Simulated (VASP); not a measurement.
Set up this calculation in VASP 6.6.1, as the native input.

| Quantity | Value |
| --- | --- |
| Task | single point |
| Functional | HSE06 |
| Potentials or basis | VASP PAW PBE potentials, release 64 (Zn, Se) |
| Cutoff | 520 eV |
| k mesh | 6 × 6 × 6 |
| Occupations | fermi-dirac, width 0.02 eV |
| Spin | no spin polarisation |
| Dipole correction | no |
| Grid for exact exchange (PRECFOCK) | Normal |
| Further INCAR settings | ALGO = Normal; EDIFF = 1e-06; NBANDS = 16 |
| Share of exact exchange | 0.25 |
| Screening parameter | 0.2079 1/Å |

The system is ZnSe.

```
Zn Se
1.0
     0.00000    2.85057    2.85057
     2.85057    0.00000    2.85057
     2.85057    2.85057    0.00000
Zn Se
1 1
Direct
  0.00000 0.00000 0.00000
  0.25000 0.25000 0.25000
```

The input as run:

POSCAR

```
ZnSe
1.0
    0.0000000000      2.8505743430      2.8505743430
    2.8505743430      0.0000000000      2.8505743430
    2.8505743430      2.8505743430      0.0000000000
Zn Se
1 1
Direct
    0.0000000000      0.0000000000      0.0000000000
    0.2500000000      0.2500000000      0.2500000000
```

INCAR.step1

```
SYSTEM = ZnSe
ALGO     = Normal         ! electronic algorithm
EDIFF    = 1E-5           ! SCF threshold, eV
ENCUT    = 520            ! plane-wave cutoff, eV
GGA      = PE             ! functional
ISIF     = 2              ! what is computed and relaxed
ISMEAR   = -1             ! smearing method
LASPH    = .TRUE.         ! aspherical terms in the spheres
LREAL    = .FALSE.        ! projectors in reciprocal space
LWAVE    = .TRUE.         ! write WAVECAR
NBANDS   = 16             ! bands
NELM     = 80             ! most SCF steps
PREC     = Accurate       ! precision mode
SIGMA    = 0.02           ! smearing width, eV
```

INCAR.step2

```
SYSTEM = ZnSe
ALGO     = Normal         ! electronic algorithm
EDIFF    = 1E-6           ! SCF threshold, eV
ENCUT    = 520            ! plane-wave cutoff, eV
GGA      = PE             ! functional
HFSCREEN = 0.2079         ! screening, 1/A
ISIF     = 2              ! what is computed and relaxed
ISMEAR   = -1             ! smearing method
ISTART   = 1            
LASPH    = .TRUE.         ! aspherical terms in the spheres
LCHARG   = .TRUE.         ! write CHGCAR
LELF     = .TRUE.         ! ELF
LHFCALC  = .TRUE.         ! exact exchange
LREAL    = .FALSE.        ! projectors in reciprocal space
LVHAR    = .TRUE.       
LWAVE    = .FALSE.        ! write WAVECAR
NBANDS   = 16             ! bands
NELM     = 80             ! most SCF steps
PREC     = Accurate       ! precision mode
PRECFOCK = Normal       
SIGMA    = 0.02           ! smearing width, eV
```

KPOINTS

```
k-points
0
G
  6 6 6
  0 0 0
```

Potentials or basis: VASP PAW PBE potentials, release 64 (Zn, Se).

Launch:

```console
$ cat potpaw_PBE.64/Zn/POTCAR potpaw_PBE.64/Se/POTCAR > POTCAR
$ cp INCAR.step1 INCAR
$ mpirun -np 1 vasp_std > vasp.out
$ cp INCAR.step2 INCAR
$ mpirun -np 1 vasp_std > vasp.out
```

It gave:

```json
{"Pressure": "0.0 GPa", "Band gap on the k mesh": "2.32 eV"}
```

Caveat: the PAW data sets were made with another functional, which shifts forces and pressure a little.

Run time: 39 min on 1 thread of Intel(R) Xeon(R) Platinum 8259CL CPU @ 2.50GHz (Skylake/Cascade Lake) (shared host), peak memory 0.3 GiB.
